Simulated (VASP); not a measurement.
# Ti (P6/mmm) in VASP: settings compared

The runs below take Ti through single point, with LDA, PBE, PBE+U.

All numbers are computed with VASP 6.6.1; they aren't measurements. Logs are shortened: lines on timing, memory, paths and dates and some standing lists are left out, and cuts for length are marked.

## Step 1: The cell of the first run

Symmetry: P6/mmm, No. 191, hexagonal system. Conventional cell: a = 4.567 Å, b = 4.567 Å, c = 2.826 Å, α = 90.00°, β = 90.00°, γ = 120.00°. Ti (site symmetry 6/mmm) has 14 Ti at 2.83 to 2.99 Å within 3.7 Å. Within 3.5 Å of Ti (site symmetry -6m2) lie 11 Ti at 2.64 to 2.99 Å.

This isn't the form of Ti at room conditions, which is hcp.

## Step 2: Single point, LDA

Input file INCAR:

```
SYSTEM = Ti
PREC = Accurate ; ENCUT = 520
EDIFF = 1E-6 ; ISMEAR = 0
SIGMA = 0.1 ; LREAL = .False.
LASPH = .True. ; NELM = 60
ALGO = Fast ; ISIF = 2
LWAVE = .False. ; LCHARG = .False.
GGA = CA ; NBANDS = 25
```

Input file KPOINTS:

```
Automatic mesh
0
Gamma
  6 6 6
  0 0 0
```

Input file POSCAR:

```
Ti
1.0
    4.5673748306      0.0000000000      0.0000000000
   -2.2836874153      3.9554626319      0.0000000000
    0.0000000000      0.0000000000      2.8262442700
Ti
3
Direct
    0.0000000000      0.0000000000      0.0000000000
    0.3333333333      0.6666666667      0.5000000000
    0.6666666667      0.3333333333      0.5000000000
```

Potentials or basis: VASP PAW LDA potentials, release 64 (Ti_sv).

Command:

```console
> cat potpaw_LDA.64/Ti_sv/POTCAR > POTCAR
> mpirun -np 1 vasp_std > vasp.out
```

OUTCAR:

```text
SYSTEM = Ti
   PREC = Accurate
   ENCUT = 520
   EDIFF = 1E-6
   ISMEAR = 0
   LREAL = .False.
   LASPH = .True.
   NELM = 60
   ISIF = 2
   GGA = CA

 ion  position               nearest neighbor table
   1  0.000  0.000  0.000-
   2  0.333  0.667  0.500-   3 2.64   3 2.64   3 2.64
   3  0.667  0.333  0.500-   2 2.64   2 2.64   2 2.64

  LATTYP: Found a hexagonal cell.
 ALAT       =     4.5673748306
 C/A-ratio  =     0.6187896494

  Lattice vectors:

 A1 = (   4.5673748306,   0.0000000000,   0.0000000000)
 A2 = (  -2.2836874153,   3.9554626319,   0.0000000000)
 A3 = (   0.0000000000,   0.0000000000,   2.8262442700)

Analysis of symmetry for initial positions (statically):
=====================================================================
 Subroutine PRICEL returns:
 Original cell was already a primitive cell.

 Routine SETGRP: Setting up the symmetry group for a
 hexagonal supercell.

 Subroutine GETGRP returns: Found 24 space group operations
 (whereof 24 operations were pure point group operations)
 out of a pool of 24 trial point group operations.

The static configuration has the point symmetry D_6h.

Analysis of symmetry for dynamics (positions and initial velocities):
=====================================================================
 Subroutine PRICEL returns:
 Original cell was already a primitive cell.

 Routine SETGRP: Setting up the symmetry group for a
 hexagonal supercell.

 Subroutine GETGRP returns: Found 24 space group operations
 (whereof 24 operations were pure point group operations)
 out of a pool of 24 trial point group operations.

The dynamic configuration has the point symmetry D_6h.

 Subroutine INISYM returns: Found 24 space group operations
 (whereof 24 operations are pure point group operations),
 and found     1 'primitive' translations

----------------------------------------------------------------------------------------

                                     Primitive cell

  volume of cell :      51.0592

  direct lattice vectors                    reciprocal lattice vectors
     4.567374831  0.000000000  0.000000000     0.218944150  0.126407464  0.000000000
    -2.283687415  3.955462632  0.000000000     0.000000000  0.252814928  0.000000000
     0.000000000  0.000000000  2.826244270     0.000000000  0.000000000  0.353826458

  length of vectors
     4.567374831  4.567374831  2.826244270     0.252814928  0.252814928  0.353826458

  position of ions in fractional coordinates (direct lattice)
     0.000000000  0.000000000  0.000000000
     0.333333333  0.666666667  0.500000000
     0.666666667  0.333333333  0.500000000

  ion indices of the primitive-cell ions
   primitive index   ion index
                 1           1
                 2           2
                 3           3

----------------------------------------------------------------------------------------

 KPOINTS: Automatic mesh

Automatic generation of k-mesh.
 Grid dimensions read from file:
 generate k-points for:    6    6    6

 Generating k-lattice:

  Cartesian coordinates                     Fractional coordinates (reciprocal lattice)
     0.036490692  0.021067911  0.000000000     0.166666667 -0.000000000  0.000000000
     0.000000000  0.042135821  0.000000000     0.000000000  0.166666667  0.000000000
     0.000000000  0.000000000  0.058971076     0.000000000  0.000000000  0.166666667

  Length of vectors
     0.042135821  0.042135821  0.058971076

  Shift w.r.t. Gamma in fractional coordinates (k-lattice)
     0.000000000  0.000000000  0.000000000

 Subroutine IBZKPT returns following result:
 ===========================================

 Found     28 irreducible k-points:

 Following reciprocal coordinates:
            Coordinates               Weight
  0.000000  0.000000  0.000000      1.000000
  0.166667  0.000000  0.000000      6.000000
  0.333333 -0.000000  0.000000      6.000000
  0.500000 -0.000000  0.000000      3.000000
  0.166667  0.166667  0.000000      6.000000
  0.333333  0.166667  0.000000     12.000000
[... 16 lines left out ...]
  0.166667  0.000000  0.500000      6.000000
  0.333333 -0.000000  0.500000      6.000000
 [... further k-points ...]
   k-points           NKPTS =     28   k-points in BZ     NKDIM =     28   number of bands    NBANDS=     25
   number of dos      NEDOS =    301   number of ions     NIONS =      3
   total plane-waves  NPLWV =  31104
   dimension x,y,z NGX =    36 NGY =   36 NGZ =   24
   dimension x,y,z NGXF=    72 NGYF=   72 NGZF=   48
   ions per type =               3
   NGX,Y,Z   is equivalent  to a cutoff of  13.10, 13.10, 14.12 a.u.
   NGXF,Y,Z  is equivalent  to a cutoff of  26.21, 26.21, 28.23 a.u.
 SYSTEM =  Ti
   PREC   = accura    normal or accurate (medium, high low for compatibility)
   ISTART =      0    job   : 0-new  1-cont  2-samecut
   ICHARG =      2    charge: 1-file 2-atom 10-const
   ISPIN  =      1    spin polarized calculation?
   LNONCOLLINEAR =      F non collinear calculations
   LSORBIT =      F    spin-orbit coupling
   LASPH  =      T    aspherical Exc in radial PAW
   ENCUT  =  520.0 eV  38.22 Ry    6.18 a.u.   8.49  8.49  5.25*2*pi/ulx,y,z
   NELM   =     60;   NELMIN=  2; NELMDL= -5     # of ELM steps
   EDIFF  = 0.1E-05   stopping-criterion for ELM
   LREAL  =      F    real-space projection
   EDIFFG = 0.1E-04   stopping-criterion for IOM
   NSW    =      0    number of steps for IOM
   IBRION =     -1    ionic relax: 0-MD 1-quasi-New 2-CG
   NFREE  =      0    steps in history (QN), initial steepest desc. (CG)
   ISIF   =      2    stress and relaxation
   ISYM   =      2    0-nonsym 1-usesym 2-fastsym
   POTIM  = 0.5000    time-step for ionic-motion
   TEBEG  =    0.0;   TEEND  =   0.0 temperature during run
   PSTRESS=    0.0 pullay stress
   NELECT =      36.0000    total number of electrons
   NUPDOWN=      -1.0000    fix difference up-down
   EMIN   =  10.00;   EMAX   =-10.00  energy-range for DOS
   EFERMI =   0.00;   METHOD = LEGACY
   ISMEAR =     0;   SIGMA  =   0.10  broadening in eV -4-tet -1-fermi 0-gaus
   EFERMI_NEDOS =   21; number of points for ismear=-14 and -15
   IALGO  =     68    algorithm
   IMIX   =      4    mixing-type and parameters
     AMIX     =   0.40;   BMIX     =  1.00
     AMIX_MAG =   1.60;   BMIX_MAG =  1.00
  volume/ion in A,a.u.               =      17.02       114.85
  Fermi-wavevector in a.u.,A,eV,Ry     =   1.457084  2.753489 28.886426  2.123092
  Thomas-Fermi vector in A             =   2.573926
   LORBIT       =      0    0 simple, 1 ext, 2 COOP (PROOUT), +10 PAW based schemes
   GGA     = CA    functional components
   LHFCALC =     F    Hartree Fock is set to
   AEXX    =    0.0000 exact exchange contribution
   IVDW    =     0    specifies the selected vdW correction
   LEPSILON=     F    determine dielectric tensor
   LRPA    =     F    only Hartree local field effects (RPA)
 non-spin polarized calculation
 RMM-DIIS sequential band-by-band and
 Gauss-broadening in eV      SIGMA  =   0.10
  energy-cutoff  :      520.00
  volume of cell :       51.06
 maximum number of plane-waves:      1402
 NGX is ok and might be reduce to    36
   NGX = 17   NGY = 17   NGZ = 11

 number of electron      35.9999989 magnetization

 Free energy of the ion-electron system (eV)
  ---------------------------------------------------
  ext. energy  EPLUGINS =         0.00000000
  ---------------------------------------------------
  free energy    TOTEN  =       -25.63002539 eV

  energy without entropy =      -25.61341063  energy(sigma->0) =      -25.62171801

 E-fermi :   8.1542     XC(G=0): -11.8832

 val. band max:        8.1367235319   @ k =   0.0000   0.0000   0.0000
 cond. band min:       8.1970711893   @ k =   0.3333   0.3333   0.3333
 fundamental gap:      0.0603476575
 Fermi energy:         8.1541836145

 k-point     1 :       0.0000    0.0000    0.0000
  band No.  band energies     occupation
      1     -48.0045      2.00000
      2     -47.7357      2.00000
      3     -47.5606      2.00000
      4     -24.7080      2.00000
      5     -24.7080      2.00000
      6     -24.5934      2.00000
[... 17 lines left out ...]
     24      10.0398      0.00000
     25      10.0670      0.00000

 k-point     2 :       0.1667    0.0000    0.0000
  band No.  band energies     occupation
      1     -48.0005      2.00000
      2     -47.7286      2.00000
      3     -47.5721      2.00000
      4     -24.7748      2.00000
      5     -24.7488      2.00000
      6     -24.5251      2.00000
[... 17 lines left out ...]
     24       9.6834      0.00000
     25      10.5302      0.00000

 k-point     3 :       0.3333   -0.0000    0.0000
  band No.  band energies     occupation
      1     -47.9930      2.00000
      2     -47.7078      2.00000
      3     -47.6014      2.00000
      4     -24.8491      2.00000
      5     -24.7308      2.00000
      6     -24.4478      2.00000
[... 17 lines left out ...]
     24      10.2523      0.00000
     25      10.8460      0.00000

 k-point     4 :       0.5000   -0.0000    0.0000
  band No.  band energies     occupation
      1     -47.9894      2.00000
      2     -47.6893      2.00000
      3     -47.6238      2.00000
      4     -24.8771      2.00000
      5     -24.6791      2.00000
      6     -24.4611      2.00000
[... 17 lines left out ...]
     24      10.1918      0.00000
     25      10.8106      0.00000
[... 477 lines left out ...]
 k-point    22 :       0.0000    0.0000    0.5000
  band No.  band energies     occupation
      1     -47.9304      2.00000
      2     -47.6908      2.00000
      3     -47.5040      2.00000
      4     -24.7215      2.00000
      5     -24.6293      2.00000
      6     -24.6011      2.00000
[... 17 lines left out ...]
     24      11.1028      0.00000
     25      11.6885      0.00000

 k-point    23 :       0.1667    0.0000    0.5000
  band No.  band energies     occupation
      1     -47.9304      2.00000
      2     -47.6799      2.00000
      3     -47.5152      2.00000
      4     -24.7366      2.00000
      5     -24.6988      2.00000
      6     -24.6013      2.00000
[... 17 lines left out ...]
     24      11.1720      0.00000
     25      11.2070      0.00000

 k-point    24 :       0.3333   -0.0000    0.5000
  band No.  band energies     occupation
      1     -47.9303      2.00000
      2     -47.6518      2.00000
      3     -47.5440      2.00000
      4     -24.7787      2.00000
      5     -24.7491      2.00000
      6     -24.6019      2.00000
[... 17 lines left out ...]
     24      11.2750      0.00000
     25      11.2856      0.00000

 [... further k-points ...]

------------------------ aborting loop because EDIFF is reached ----------------------------------------

  FORCE on cell =-STRESS in cart. coord.  units (eV):
  Direction    XX          YY          ZZ          XY          YZ          ZX
  --------------------------------------------------------------------------------------
  -------------------------------------------------------------------------------------
  Total       -2.6026156     -2.6026156     -2.4099268      0.0000000     -0.0000000     -0.0000000
  in kB      -81.6670713    -81.6670713    -75.6207180      0.0000000     -0.0000000     -0.0000000
  external PRESSURE =     -79.6516202 kB  Pullay stress =       0.0000000 kB

 VOLUME and BASIS-vectors are now :
 -----------------------------------------------------------------------------
  energy-cutoff  :      520.00
  volume of cell :       51.06
      direct lattice vectors                 reciprocal lattice vectors
     4.567374831  0.000000000  0.000000000     0.218944150  0.126407464  0.000000000
    -2.283687415  3.955462632  0.000000000     0.000000000  0.252814928  0.000000000
     0.000000000  0.000000000  2.826244270     0.000000000  0.000000000  0.353826458

 POSITION                                       TOTAL-FORCE (eV/Angst)
 -----------------------------------------------------------------------------------
      0.00000      0.00000      0.00000         0.000000      0.000000     -0.000000
     -0.00000      2.63698      1.41312         0.000000      0.000000      0.000000
      2.28369      1.31849      1.41312        -0.000000     -0.000000     -0.000000
 -----------------------------------------------------------------------------------
    total drift:                                0.000000      0.000000     -0.000000

  FREE ENERGIE OF THE ION-ELECTRON SYSTEM (eV)
  ---------------------------------------------------
  free  energy   TOTEN  =       -25.6300253904 eV

  energy  without entropy=      -25.6134106324  energy(sigma->0) =      -25.62171801
```

Wall time 73 s (1 thread of Intel Xeon Platinum 8375C at 2.90GHz (Ice Lake), shared host); peak memory 0.16 GiB.

What came out:

| Quantity | Value |
| --- | --- |
| Free energy | -25.6300 eV |
| Pressure | -8.0 GPa |
| Band gap on the k mesh | zero (bands 18 and 19 overlap by 0.18 eV) |

Caveat: the k points lie up to 0.37 Å⁻¹ apart.

## Step 3: Single point, PBE

Input file INCAR:

```
ALGO = Normal
EDIFF = 1E-7
ENCUT = 520
GGA = PE
ISIF = 2
ISMEAR = 0
LASPH = True
LCHARG = False
LREAL = False
LWAVE = False
NBANDS = 25
NELM = 100
PREC = Accurate
SIGMA = 0.1
```

Input file KPOINTS:

```
k-points
0
Gamma
  6 6 6
```

POSCAR is that of step 2.

Potentials or basis: VASP PAW PBE potentials, release 64 (Ti_sv).

Command:

```console
> cat potpaw_PBE.64/Ti_sv/POTCAR > POTCAR
> mpirun -np 1 vasp_std > vasp.out
```

Run time: 33 s. Hardware: 1 thread of Intel Xeon Platinum 8375C at 2.90GHz (Ice Lake), shared host; peak memory 0.18 GiB.

The run converged. Its results:

```yaml
Free_energy: -23.5305 eV
Pressure: 0.7 GPa
Band_gap_on_the_k_mesh: zero (bands 18 and 19 overlap by 0.23 eV)
```

Stress tensor (GPa, compression positive):
```
0.75 0.00 0.00
0.00 0.75 0.00
0.00 0.00 0.63
```

Levels at points of the mesh, in eV from the Fermi level:
| k point | band 14 | band 15 | band 16 | band 17 | band 18 | band 19 | band 20 | band 21 | band 22 | band 23 |
| --- | --- | --- | --- | --- | --- | --- | --- | --- | --- | --- |
| (0.00, 0.00, 0.00) | -1.93 | -0.68 | -0.68 | -0.59 | -0.59 | 0.00 | 0.70 | 1.32 | 1.32 | 1.83 |
| (0.50, 0.00, 0.00) | -3.55 | -2.61 | -0.39 | -0.37 | -0.33 | 0.08 | 0.56 | 1.06 | 1.15 | 1.94 |
| (0.00, 0.00, 0.50) | -2.07 | -2.07 | -1.71 | -1.61 | -1.61 | 1.08 | 1.08 | 1.28 | 1.28 | 2.97 |
| (0.50, 0.00, 0.50) | -2.09 | -1.68 | -1.15 | -0.66 | -0.62 | 0.38 | 0.84 | 0.96 | 1.07 | 2.25 |

Caveat: the k points lie up to 0.37 Å⁻¹ apart.

## Step 4: Single point, PBE+U

Input file INCAR:

```
PREC     = Accurate       # precision mode
ENCUT    = 520            # plane-wave cutoff, eV
EDIFF    = 1E-6           # SCF threshold, eV
ISMEAR   = 0              # smearing method
SIGMA    = 0.1            # smearing width, eV
LREAL    = False          # projectors in reciprocal space
LASPH    = True           # aspherical terms in the spheres
NELM     = 150            # most SCF steps
ALGO     = Normal         # electronic algorithm
ISIF     = 2              # what is computed and relaxed
LWAVE    = False          # write WAVECAR
LCHARG   = False          # write CHGCAR
LMAXMIX  = 4              # l up to which the mixer works
LDAU     = True           # DFT+U
LDAUTYPE = 2            
LDAUL    = 2              # shell
LDAUU    = 6.4            # U, eV
LDAUJ    = 0            
LDAUPRINT= 1            
GGA      = PE             # functional
NBANDS   = 25             # bands
```

Input file KPOINTS:

```
regular mesh
0
Gamma
  6 6 6
```

POSCAR is that of step 3.

Command:

```console
> cat potpaw_PBE.64/Ti_sv/POTCAR > POTCAR
> mpirun -np 1 vasp_std > vasp.out
```

Wall time 33 s (1 thread of Intel Xeon Platinum 8375C at 2.90GHz (Ice Lake), shared host); peak memory 0.18 GiB.

The run converged. Its results:

```
Free energy            : -9.4805 eV
Pressure               : 17.2 GPa
Band gap on the k mesh : zero (bands 18 and 19 overlap by 0.14 eV)
```

Stress tensor (GPa, compression positive):
```
18.96  0.00  0.00
 0.00 18.96  0.00
 0.00  0.00 13.55
```

Levels at points of the mesh, in eV from the Fermi level:
```
           k point  band 16  band 17  band 18  band 19  band 20  band 21
(0.00, 0.00, 0.00)    -0.93    -0.86    -0.86    -0.13     1.04     1.61
(0.50, 0.00, 0.00)    -0.34    -0.29    -0.17     0.16     0.33     0.83
(0.00, 0.00, 0.50)    -1.81    -1.72    -1.72     1.34     1.34     1.34
(0.50, 0.00, 0.50)    -1.23    -1.06    -0.85     0.38     0.82     1.04
```

Eigenvalues of the final occupation matrices:
| site | spin | trace | eigenvalues |
| --- | --- | --- | --- |
| site 1 d | 1 | 0.78 | 0.12 0.12 0.12 0.21 0.21 |
| site 1 d | 2 | 0.78 | 0.12 0.12 0.12 0.21 0.21 |
| site 2 d | 1 | 0.86 | 0.13 0.13 0.20 0.20 0.20 |
| site 2 d | 2 | 0.86 | 0.13 0.13 0.20 0.20 0.20 |
| site 3 d | 1 | 0.86 | 0.13 0.13 0.20 0.20 0.20 |
| site 3 d | 2 | 0.86 | 0.13 0.13 0.20 0.20 0.20 |

Caveat: the k points lie up to 0.37 Å⁻¹ apart; U without spin polarisation on a metal has little footing; the U is typed as a test and isn't derived for this compound.

## Step 5: Summary

```tsv
level	potentials or basis	U	gap on the mesh (eV)	pressure (GPa)
LDA	VASP PAW LDA potentials, release 64 (Ti_sv)	-	none	-8.0
PBE	VASP PAW PBE potentials, release 64 (Ti_sv)	-	none	0.7
PBE+U	VASP PAW PBE potentials, release 64 (Ti_sv)	Ti d U = 6.4 eV	none	17.2
```

Alike in all rows: task single point; no spin polarisation; cell as given; k mesh 6 × 6 × 6; cutoff (eV) 520; smearing gaussian 0.1 eV.

Caveats: all runs use coarse meshes; U without spin polarisation on a metal has little footing (at least some runs); the U is typed as a test and isn't derived for this compound (at least some runs).

Total energies depend on the potentials used, so only differences within one code and one set of settings carry meaning.
